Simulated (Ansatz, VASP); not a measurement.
ZnSe: VASP beside Ansatz

File INCAR:

```
SYSTEM = ZnSe
  PREC = Accurate
  ENCUT = 520
  EDIFF = 1E-6
  ISMEAR = 0
  SIGMA = 0.02
  LREAL = .False.
  LASPH = .True.
  NELM = 80
  ALGO = Normal
  ISIF = 2
  LWAVE = .False.
  LCHARG = .False.
  GGA = PE
  NBANDS = 16
```

File KPOINTS:

```
Automatic mesh
0
Gamma
  8 8 8
  0 0 0
```

File POSCAR:

```
ZnSe
1.0
    0.0000000000      2.8074155597      2.8074155597
    2.8074155597      0.0000000000      2.8074155597
    2.8074155597      2.8074155597      0.0000000000
Zn Se
1 1
Direct
    0.0000000000      0.0000000000      0.0000000000
    0.2500000000      0.2500000000      0.2500000000
```

Input for Ansatz:

```yaml
crystal:
  lattice:
    - [0.0, 2.8074155597, 2.8074155597]
    - [2.8074155597, 0.0, 2.8074155597]
    - [2.8074155597, 2.8074155597, 0.0]
  atoms:
    - { symbol: Zn, position: [0.0, 0.0, 0.0] }
    - { symbol: Se, position: [0.25, 0.25, 0.25] }
basis:
  ecutwfc: 420
kpoints:
  mp_grid: { grid: [8, 8, 8] }
hamiltonian:
  xc: pbe
scf:
  occupations: { method: gaussian, width: 0.02 }
output:
  forces: true
  stress: true
  eigenvalues: true
```

Alike in both runs: task single point; functional PBE; k mesh 8 × 8 × 8; occupations gaussian, width 0.02 eV; no spin polarisation.

|  | VASP | Ansatz |
| --- | --- | --- |
| version | VASP 6.6.1 | Ansatz 0.2.0 |
| potentials or method | VASP PAW PBE potentials, release 64 (Zn, Se), cutoff 520 eV | scalar-relativistic, plane waves, PAW |
| valence electrons in the cell | 18 | 28 |

|  | VASP | Ansatz | Ansatz less VASP |
| --- | --- | --- | --- |
| gap on the k mesh at the Fermi level (eV) | 1.40 | 1.40 | -0.003 |
| least direct gap on the mesh (eV) | 1.40 | 1.40 | -0.003 |
| pressure (GPa) | 4.3 | 4.1 | -0.26 |

VASP's potentials hold 18 valence electrons a cell and Ansatz's 28, so a difference there can come from the potentials and not from the codes.
